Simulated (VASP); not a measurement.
# SiC (P6_3mc) in VASP: notebook

The runs below take SiC through single point, with b88 exchange, pbe correlation.

Everything below comes from runs of VASP 6.6.1. Logs are shortened: lines on timing, memory, paths and dates and some standing lists are left out, and cuts for length are marked.

**1. The cell of the first run**

It takes space group P6_3mc (No. 186, hexagonal). The conventional cell has a = 3.032 Å, b = 3.032 Å, c = 14.860 Å, α = 90.00°, β = 90.00°, γ = 120.00°. Si (site symmetry 3m) has 4 C at 1.86 Å within 2.5 Å. Si (site symmetry 3m) has 4 C at 1.86 Å within 2.5 Å. Si (site symmetry 3m) has 4 C at 1.86 Å within 2.5 Å. Within 2.5 Å of C (site symmetry 3m) lie 4 Si at 1.86 Å. Within 2.5 Å of C (site symmetry 3m) lie 4 Si at 1.86 Å. Within 2.5 Å of C (site symmetry 3m) lie 4 Si at 1.86 Å.

**2. Single point, b88 exchange, pbe correlation**

File INCAR:

```
SYSTEM = SiC
ALGO     = Normal         ! electronic algorithm
EDIFF    = 1E-6           ! SCF threshold, eV
ENCUT    = 600            ! plane-wave cutoff, eV
GGA      = LIBXC          ! functional
GGA_COMPAT= .False.      
ISIF     = 2              ! what is computed and relaxed
ISMEAR   = -1             ! smearing method
LASPH    = .True.         ! aspherical terms in the spheres
LCHARG   = .False.        ! write CHGCAR
LIBXC1   = GGA_X_B88    
LIBXC2   = GGA_C_PBE    
LREAL    = .False.        ! projectors in reciprocal space
LWAVE    = .False.        ! write WAVECAR
NBANDS   = 36             ! bands
NELM     = 120            ! most SCF steps
PREC     = Accurate       ! precision mode
SIGMA    = 0.05           ! smearing width, eV
```

File KPOINTS:

```
k-points
0
Gamma
  10 10 2
  0 0 0
```

File POSCAR:

```
SiC
1.0
    3.0318190065      0.0000000000      0.0000000000
   -1.5159095032      2.6256322793      0.0000000000
    0.0000000000      0.0000000000     14.8603212692
Si C
6 6
Direct
    0.6666666667      0.3333333333      0.4583000000
    0.3333333333      0.6666666667      0.9583000000
    0.6666666667      0.3333333333      0.7917000000
    0.3333333333      0.6666666667      0.2917000000
    0.0000000000      0.0000000000      0.6250000000
    0.0000000000      0.0000000000      0.1250000000
    0.6666666667      0.3333333333      0.3333000000
    0.3333333333      0.6666666667      0.8333000000
    0.6666666667      0.3333333333      0.6667000000
    0.3333333333      0.6666666667      0.1667000000
    0.0000000000      0.0000000000      0.5000000000
    0.0000000000      0.0000000000      0.0000000000
```

Potentials or basis: VASP PAW PBE potentials, release 64 (Si, C).

Command:

```
$ cat potpaw_PBE.64/Si/POTCAR potpaw_PBE.64/C/POTCAR > POTCAR
$ mpirun -np 1 vasp_std > vasp.out
```

OUTCAR:

```text
SYSTEM = SiC
   EDIFF = 1E-6
   ENCUT = 600
   GGA = LIBXC
   ISIF = 2
   ISMEAR = -1
   LASPH = .True.
   LREAL = .False.
   NELM = 120
   PREC = Accurate

 ion  position               nearest neighbor table
   1  0.667  0.333  0.458-  11 1.86  11 1.86  11 1.86   7 1.86   4 3.03   4 3.03   4 3.03   5 3.03
                             5 3.03   5 3.03
   2  0.333  0.667  0.958-  12 1.86  12 1.86  12 1.86   8 1.86   3 3.03   3 3.03   3 3.03   6 3.03
                             6 3.03   6 3.03
   3  0.667  0.333  0.792-   8 1.86   8 1.86   8 1.86   9 1.86   2 3.03   2 3.03   2 3.03   5 3.03
                             5 3.03   5 3.03
   4  0.333  0.667  0.292-   7 1.86   7 1.86   7 1.86  10 1.86   1 3.03   1 3.03   1 3.03   6 3.03
                             6 3.03   6 3.03
   5  0.000  0.000  0.625-   9 1.86   9 1.86   9 1.86  11 1.86   3 3.03   1 3.03   3 3.03   1 3.03
                             1 3.03   3 3.03
   6  0.000  0.000  0.125-  10 1.86  10 1.86  10 1.86  12 1.86   4 3.03   2 3.03   2 3.03   4 3.03
                             4 3.03   2 3.03
   7  0.667  0.333  0.333-   4 1.86   4 1.86   4 1.86   1 1.86
   8  0.333  0.667  0.833-   3 1.86   3 1.86   3 1.86   2 1.86
   9  0.667  0.333  0.667-   5 1.86   5 1.86   5 1.86   3 1.86
  10  0.333  0.667  0.167-   6 1.86   6 1.86   6 1.86   4 1.86
  11  0.000  0.000  0.500-   1 1.86   1 1.86   1 1.86   5 1.86
  12  0.000  0.000  0.000-   2 1.86   2 1.86   2 1.86   6 1.86

  LATTYP: Found a hexagonal cell.
 ALAT       =     3.0318190065
 C/A-ratio  =     4.9014539580

  Lattice vectors:

 A1 = (   3.0318190065,   0.0000000000,   0.0000000000)
 A2 = (  -1.5159095032,   2.6256322793,   0.0000000000)
 A3 = (   0.0000000000,   0.0000000000,  14.8603212692)

Analysis of symmetry for initial positions (statically):
=====================================================================
 Subroutine PRICEL returns:
 Original cell was already a primitive cell.

 Routine SETGRP: Setting up the symmetry group for a
 hexagonal supercell.

 Subroutine GETGRP returns: Found 12 space group operations
 (whereof  6 operations were pure point group operations)
 out of a pool of 24 trial point group operations.

The static configuration has the point symmetry C_3v.
 The point group associated with its full space group is C_6v.

Analysis of symmetry for dynamics (positions and initial velocities):
=====================================================================
 Subroutine PRICEL returns:
 Original cell was already a primitive cell.

 Routine SETGRP: Setting up the symmetry group for a
 hexagonal supercell.

 Subroutine GETGRP returns: Found 12 space group operations
 (whereof  6 operations were pure point group operations)
 out of a pool of 24 trial point group operations.

The dynamic configuration has the point symmetry C_3v.
 The point group associated with its full space group is C_6v.

 Subroutine INISYM returns: Found 12 space group operations
 (whereof  6 operations are pure point group operations),
 and found     1 'primitive' translations

----------------------------------------------------------------------------------------

                                     Primitive cell

  volume of cell :     118.2947

  direct lattice vectors                    reciprocal lattice vectors
     3.031819007  0.000000000  0.000000000     0.329834993  0.190430322  0.000000000
    -1.515909503  2.625632279  0.000000000     0.000000000  0.380860644  0.000000000
     0.000000000  0.000000000 14.860321269     0.000000000  0.000000000  0.067293296

  length of vectors
     3.031819007  3.031819006 14.860321269     0.380860644  0.380860644  0.067293296

  position of ions in fractional coordinates (direct lattice)
     0.666666667  0.333333333  0.458300000
     0.333333333  0.666666667  0.958300000
     0.666666667  0.333333333  0.791700000
     0.333333333  0.666666667  0.291700000
     0.000000000  0.000000000  0.625000000
     0.000000000  0.000000000  0.125000000
     0.666666667  0.333333333  0.333300000
     0.333333333  0.666666667  0.833300000
     0.666666667  0.333333333  0.666700000
     0.333333333  0.666666667  0.166700000
     0.000000000  0.000000000  0.500000000
     0.000000000  0.000000000  0.000000000

  ion indices of the primitive-cell ions
   primitive index   ion index
                 1           1
                 2           2
                 3           3
                 4           4
                 5           5
                 6           6
                 7           7
                 8           8
                 9           9
                10          10
                11          11
                12          12

----------------------------------------------------------------------------------------

 KPOINTS: k-points

Automatic generation of k-mesh.
 Grid dimensions read from file:
 generate k-points for:   10   10    2

 Generating k-lattice:

  Cartesian coordinates                     Fractional coordinates (reciprocal lattice)
     0.032983499  0.019043032  0.000000000     0.100000000  0.000000000  0.000000000
     0.000000000  0.038086064  0.000000000     0.000000000  0.100000000  0.000000000
     0.000000000  0.000000000  0.033646648     0.000000000  0.000000000  0.500000000

  Length of vectors
     0.038086064  0.038086064  0.033646648

  Shift w.r.t. Gamma in fractional coordinates (k-lattice)
     0.000000000  0.000000000  0.000000000

 Subroutine IBZKPT returns following result:
 ===========================================

 Found     28 irreducible k-points:

 Following reciprocal coordinates:
            Coordinates               Weight
  0.000000  0.000000  0.000000      1.000000
  0.100000  0.000000  0.000000      6.000000
  0.200000  0.000000  0.000000      6.000000
  0.300000 -0.000000  0.000000      6.000000
  0.400000 -0.000000  0.000000      6.000000
  0.500000 -0.000000  0.000000      3.000000
[... 16 lines left out ...]
  0.300000  0.100000  0.500000     12.000000
  0.400000  0.100000  0.500000     12.000000
 [... further k-points ...]
   k-points           NKPTS =     28   k-points in BZ     NKDIM =     28   number of bands    NBANDS=     36
   number of dos      NEDOS =    301   number of ions     NIONS =     12
   total plane-waves  NPLWV =  69120
   dimension x,y,z NGX =    24 NGY =   24 NGZ =  120
   dimension x,y,z NGXF=    48 NGYF=   48 NGZF=  240
   ions per type =               6   6
   NGX,Y,Z   is equivalent  to a cutoff of  13.16, 13.16, 13.42 a.u.
   NGXF,Y,Z  is equivalent  to a cutoff of  26.32, 26.32, 26.85 a.u.
 SYSTEM =  SiC
   PREC   = accura    normal or accurate (medium, high low for compatibility)
   ISTART =      0    job   : 0-new  1-cont  2-samecut
   ICHARG =      2    charge: 1-file 2-atom 10-const
   ISPIN  =      1    spin polarized calculation?
   LNONCOLLINEAR =      F non collinear calculations
   LSORBIT =      F    spin-orbit coupling
   LASPH  =      T    aspherical Exc in radial PAW
   ENCUT  =  600.0 eV  44.10 Ry    6.64 a.u.   6.06  6.06 29.68*2*pi/ulx,y,z
   NELM   =    120;   NELMIN=  2; NELMDL= -5     # of ELM steps
   EDIFF  = 0.1E-05   stopping-criterion for ELM
   LREAL  =      F    real-space projection
[... 7 lines left out ...]
   TEBEG  =    0.0;   TEEND  =   0.0 temperature during run
   PSTRESS=    0.0 pullay stress
   NELECT =      48.0000    total number of electrons
   NUPDOWN=      -1.0000    fix difference up-down
   EMIN   =  10.00;   EMAX   =-10.00  energy-range for DOS
   EFERMI =   0.00;   METHOD = LEGACY
   ISMEAR =    -1;   SIGMA  =   0.05  broadening in eV -4-tet -1-fermi 0-gaus
   EFERMI_NEDOS =   21; number of points for ismear=-14 and -15
   IALGO  =     38    algorithm
   IMIX   =      4    mixing-type and parameters
     AMIX     =   0.40;   BMIX     =  1.00
     AMIX_MAG =   1.60;   BMIX_MAG =  1.00
  volume/ion in A,a.u.               =       9.86        66.52
  Fermi-wavevector in a.u.,A,eV,Ry     =   1.211993  2.290335 19.985966  1.468927
  Thomas-Fermi vector in A             =   2.347491
   LORBIT       =      0    0 simple, 1 ext, 2 COOP (PROOUT), +10 PAW based schemes
   GGA     = LIBXC    functional components
   LHFCALC =     F    Hartree Fock is set to
   AEXX    =    0.0000 exact exchange contribution
   IVDW    =     0    specifies the selected vdW correction
   LEPSILON=     F    determine dielectric tensor
   LRPA    =     F    only Hartree local field effects (RPA)
 non-spin polarized calculation
  energy-cutoff  :      600.00
  volume of cell :      118.29
 maximum number of plane-waves:      3998
   NGX = 13   NGY = 13   NGZ = 59

 number of electron      47.9999997 magnetization

 Free energy of the ion-electron system (eV)
  ---------------------------------------------------
  ext. energy  EPLUGINS =         0.00000000
  ---------------------------------------------------
  free energy    TOTEN  =       -88.83494608 eV

  energy without entropy =      -88.83494608  energy(sigma->0) =      -88.83494608

 E-fermi :   9.7022     XC(G=0): -11.5868

 val. band max:        8.6853004815   @ k =   0.0000   0.0000   0.0000
 cond. band min:      10.6986404884   @ k =   0.5000  -0.0000   0.0000
 fundamental gap:      2.0133400069
 Fermi energy:         9.7021720290

 k-point     1 :       0.0000    0.0000    0.0000
  band No.  band energies     occupation
      1      -7.1563      2.00000
      2      -6.6194      2.00000
      3      -6.5707      2.00000
      4      -5.0178      2.00000
      5      -4.9838      2.00000
      6      -3.4015      2.00000
[... 28 lines left out ...]
     35      16.4142      0.00000
     36      16.4324      0.00000
[... 866 lines left out ...]
      6      -2.0548      2.00000
[... 28 lines left out ...]
     35      16.5090      0.00000
     36      16.5090      0.00000

 [... further k-points ...]

------------------------ aborting loop because EDIFF is reached ----------------------------------------

  FORCE on cell =-STRESS in cart. coord.  units (eV):
  Direction    XX          YY          ZZ          XY          YZ          ZX
  --------------------------------------------------------------------------------------
  -------------------------------------------------------------------------------------
  Total       10.9363044     10.9363044     11.5512932      0.0000000      0.0000000      0.0000000
  in kB      148.1207151    148.1207151    156.4500894      0.0000000      0.0000000      0.0000000
  external PRESSURE =     150.8971732 kB  Pullay stress =       0.0000000 kB

 VOLUME and BASIS-vectors are now :
 -----------------------------------------------------------------------------
  energy-cutoff  :      600.00
  volume of cell :      118.29
      direct lattice vectors                 reciprocal lattice vectors
     3.031819007  0.000000000  0.000000000     0.329834993  0.190430322  0.000000000
    -1.515909503  2.625632279  0.000000000     0.000000000  0.380860644  0.000000000
     0.000000000  0.000000000 14.860321269     0.000000000  0.000000000  0.067293296

 POSITION                                       TOTAL-FORCE (eV/Angst)
 -----------------------------------------------------------------------------------
      1.51591      0.87521      6.81049        -0.000000      0.000000      0.064283
     -0.00000      1.75042     14.24065         0.000000     -0.000000      0.064283
      1.51591      0.87521     11.76492        -0.000000      0.000000      0.031356
     -0.00000      1.75042      4.33476         0.000000     -0.000000      0.031356
      0.00000      0.00000      9.28770         0.000000      0.000000      0.039752
      0.00000      0.00000      1.85754        -0.000000      0.000000      0.039752
      1.51591      0.87521      4.95295         0.000000     -0.000000     -0.017592
     -0.00000      1.75042     12.38311        -0.000000      0.000000     -0.017592
      1.51591      0.87521      9.90738         0.000000     -0.000000      0.034969
     -0.00000      1.75042      2.47722        -0.000000      0.000000      0.034969
      0.00000      0.00000      7.43016        -0.000000      0.000000     -0.152769
      0.00000      0.00000      0.00000         0.000000     -0.000000     -0.152769
 -----------------------------------------------------------------------------------
    total drift:                               -0.000000     -0.000000      0.000471

  FREE ENERGIE OF THE ION-ELECTRON SYSTEM (eV)
  ---------------------------------------------------
  free  energy   TOTEN  =       -88.8349460778 eV

  energy  without entropy=      -88.8349460776  energy(sigma->0) =      -88.83494608
```

Wall time 96 s (1 thread of Intel Xeon Platinum 8488C (Sapphire Rapids), shared host); peak memory 0.29 GiB.

Results:

* Free energy: -88.8349 eV
* Pressure: 15.1 GPa
* Largest force: 0.153 eV/Å
* Band gap on the k mesh: 2.01 eV (least direct gap 3.12 eV)

Forces in eV/Å, atoms in the order of the input:
```
Si   0.000  0.000  0.064
Si   0.000  0.000  0.064
Si   0.000  0.000  0.031
Si   0.000  0.000  0.031
Si   0.000  0.000  0.040
Si   0.000  0.000  0.040
C    0.000  0.000 -0.018
C    0.000  0.000 -0.018
C    0.000  0.000  0.035
C    0.000  0.000  0.035
C    0.000  0.000 -0.153
C    0.000  0.000 -0.153
```

Stress tensor (GPa, compression positive):
```
14.81  0.00  0.00
 0.00 14.81  0.00
 0.00  0.00 15.65
```

Caveat: the cell stands under pressure; the PAW data sets were made with another functional, which shifts forces and pressure a little. A k mesh can miss the band edges.

**3. Single point, b88 exchange, pbe correlation**

This run uses another cell than the first one, of 10.07 Å³/atom.

File INCAR:

```
PREC = Accurate
ENCUT = 600
EDIFF = 1E-6
ISMEAR = -1
SIGMA = 0.05
LREAL = False
LASPH = True
NELM = 120
ALGO = Normal
ISIF = 2
LWAVE = False
LCHARG = True
GGA = LIBXC
LIBXC1 = GGA_X_B88
LIBXC2 = GGA_C_PBE
LELF = True
LVHAR = True
NBANDS = 36
GGA_COMPAT = False
```

File KPOINTS:

```
regular mesh
0
Gamma
  10 10 2
```

Changes to POSCAR since step 2:

```diff
@@ -2,5 +2,5 @@
 1.0
-    3.0318190065      0.0000000000      0.0000000000
-   -1.5159095032      2.6256322793      0.0000000000
-    0.0000000000      0.0000000000     14.8603212692
+    3.0531705480      0.0000000000      0.0000000000
+   -1.5265852740      2.6441232567      0.0000000000
+    0.0000000000      0.0000000000     14.9649748670
 Si C
```

Potentials or basis: VASP PAW PBE potentials, release 64 (Si, C).

Command:

```
$ cat potpaw_PBE.64/Si/POTCAR potpaw_PBE.64/C/POTCAR > POTCAR
$ mpirun -np 1 vasp_std > vasp.out
```

Wall time 2 min (1 thread of Intel Xeon Platinum 8488C (Sapphire Rapids), shared host); peak memory 0.29 GiB.

It converged, with:

```yaml
Free_energy: -89.0310 eV
Pressure: 9.6 GPa
Largest_force: 0.149 eV/Å
Band_gap_on_the_k_mesh: 2.02 eV (least direct gap 3.12 eV)
```

Forces on the atoms (eV/Å):
```
Si   0.000  0.000  0.060
Si   0.000  0.000  0.060
Si   0.000  0.000  0.029
Si   0.000  0.000  0.029
Si   0.000  0.000  0.041
Si   0.000  0.000  0.041
C    0.000  0.000 -0.016
C    0.000  0.000 -0.016
C    0.000  0.000  0.035
C    0.000  0.000  0.035
C    0.000  0.000 -0.149
C    0.000  0.000 -0.149
```

Stress tensor (GPa, compression positive):
```
 9.35  0.00  0.00
 0.00  9.35  0.00
 0.00  0.00 10.17
```

Levels at points of the mesh, in eV from the valence-band top:
```csv
k point,band 22,band 23,band 24,band 25,band 26,band 27
"(0.00, 0.00, 0.00)",-0.05,0.00,0.00,5.40,5.57,5.99
"(0.50, 0.00, 0.00)",-1.80,-1.69,-1.10,2.02,2.22,3.26
"(0.00, 0.00, 0.50)",-0.10,-0.10,-0.10,5.47,5.47,6.22
"(0.50, 0.00, 0.50)",-1.74,-1.31,-1.31,2.07,2.07,3.48
```

Caveat: the cell stands under pressure; the PAW data sets were made with another functional, which shifts forces and pressure a little. A k mesh can miss the band edges.

**4. Single point, b88 exchange, pbe correlation**

This run uses another cell than the first one, of 10.28 Å³/atom.

File INCAR:

```
SYSTEM = SiC
ALGO = Normal ; EDIFF = 1E-6
ENCUT = 600 ; GGA = LIBXC
GGA_COMPAT = .FALSE. ; ISIF = 2
ISMEAR = -1 ; LASPH = .TRUE.
LCHARG = .FALSE. ; LIBXC1 = GGA_X_B88
LIBXC2 = GGA_C_PBE ; LREAL = .FALSE.
LWAVE = .FALSE. ; NBANDS = 36
NELM = 120 ; PREC = Accurate
SIGMA = 0.05
```

File KPOINTS:

```
k-points
0
G
  10 10 2
  0 0 0
```

Changes to POSCAR since step 3:

```diff
@@ -2,5 +2,5 @@
 1.0
-    3.0531705480      0.0000000000      0.0000000000
-   -1.5265852740      2.6441232567      0.0000000000
-    0.0000000000      0.0000000000     14.9649748670
+    3.0742275620      0.0000000000      0.0000000000
+   -1.5371137810      2.6623591657      0.0000000000
+    0.0000000000      0.0000000000     15.0681848517
 Si C
```

Command:

```
$ cat potpaw_PBE.64/Si/POTCAR potpaw_PBE.64/C/POTCAR > POTCAR
$ mpirun -np 1 vasp_std > vasp.out
```

It took 2.6 min on 1 thread of Intel Xeon Platinum 8488C (Sapphire Rapids), shared host; peak memory 0.33 GiB.

It converged, with:

| Quantity | Value |
| --- | --- |
| Free energy | -89.1452 eV |
| Pressure | 4.7 GPa |
| Largest force | 0.145 eV/Å |
| Band gap on the k mesh | 2.02 eV (least direct gap 3.12 eV) |

Forces in eV/Å, atoms in the order of the input:
```
Si   0.000  0.000  0.057
Si   0.000  0.000  0.057
Si   0.000  0.000  0.027
Si   0.000  0.000  0.027
Si   0.000  0.000  0.042
Si   0.000  0.000  0.042
C    0.000  0.000 -0.015
C    0.000  0.000 -0.015
C    0.000  0.000  0.035
C    0.000  0.000  0.035
C    0.000  0.000 -0.145
C    0.000  0.000 -0.145
```

Stress tensor (GPa, compression positive):
```
4.40 0.00 0.00
0.00 4.40 0.00
0.00 0.00 5.20
```

Levels at points of the mesh, in eV from the valence-band top:
```csv
k point,band 20,band 21,band 22,band 23,band 24,band 25,band 26,band 27,band 28,band 29
"(0.00, 0.00, 0.00)",-0.30,-0.30,-0.05,0.00,0.00,5.22,5.39,5.80,6.31,6.37
"(0.50, 0.00, 0.00)",-2.26,-1.82,-1.78,-1.67,-1.10,2.02,2.22,3.23,3.91,4.62
"(0.00, 0.00, 0.50)",-0.64,-0.10,-0.10,-0.10,-0.10,5.29,5.29,6.04,6.04,6.71
"(0.50, 0.00, 0.50)",-2.36,-1.72,-1.72,-1.30,-1.30,2.07,2.07,3.45,3.45,4.86
```

Caveat: the cell stands under pressure; the PAW data sets were made with another functional, which shifts forces and pressure a little. A k mesh can miss the band edges.

**5. Overview**

```csv
cell,gap on the mesh (eV),pressure (GPa),largest force (eV/Å)
"a = 3.032, b = 3.032, c = 14.860 Å, angles 90.0, 90.0, 120.0°, 12 atoms",2.01,15.1,0.15
"a = 3.053, b = 3.053, c = 14.965 Å, angles 90.0, 90.0, 120.0°, 12 atoms",2.02,9.6,0.15
"a = 3.074, b = 3.074, c = 15.068 Å, angles 90.0, 90.0, 120.0°, 12 atoms",2.02,4.7,0.15
```

Alike in all rows: task single point; level b88 exchange, pbe correlation; potentials or basis VASP PAW PBE potentials, release 64 (Si, C); no spin polarisation; k mesh 10 × 10 × 2; cutoff (eV) 600; smearing fermi-dirac 0.05 eV.

Caveats: the cell stands under pressure; the PAW data sets were made with another functional, which shifts forces and pressure a little.

Absolute energies hang on the potentials; compare differences alone.
